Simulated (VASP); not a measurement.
Sn: single point with LDA

The system is Sn.

```
Sn
1.0
     0.00000    3.23808    3.23808
     3.23808    0.00000    3.23808
     3.23808    3.23808    0.00000
Sn
2
Cartesian
  3.2381 3.2381 3.2381
  4.8571 4.8571 4.8571
```

```
Program                : VASP 6.6.1
Task                   : single point
Functional             : LDA
Potentials or basis    : VASP PAW LDA potentials, release 64 (Sn_d)
Cutoff                 : 520 eV
k mesh                 : 9 × 9 × 9
Occupations            : fermi-dirac, width 0.03 eV
Spin                   : no spin polarisation
Dipole correction      : no
Further INCAR settings : ALGO = Normal; EDIFF = 1e-06; NBANDS = 21
```

```json
{
  "Pressure": "0.0 GPa",
  "Band gap on the k mesh": "zero (band 14 reaches 5.52 eV, above the bottom of band 15 at 5.36 eV)"
}
```

Levels at points of the mesh, in eV from the Fermi level:
| k point | band 11 | band 12 | band 13 | band 14 | band 15 | band 16 | band 17 | band 18 |
| --- | --- | --- | --- | --- | --- | --- | --- | --- |
| (0.00, 0.00, 0.00) | -10.61 | -0.68 | 0.16 | 0.16 | 0.16 | 2.22 | 2.22 | 2.22 |

It took 55 s on 1 thread of Intel Xeon 8259CL (shared host), peak memory 0.19 GiB.

Caveat: spin-orbit coupling is left out, which moves the levels of the heavy elements.
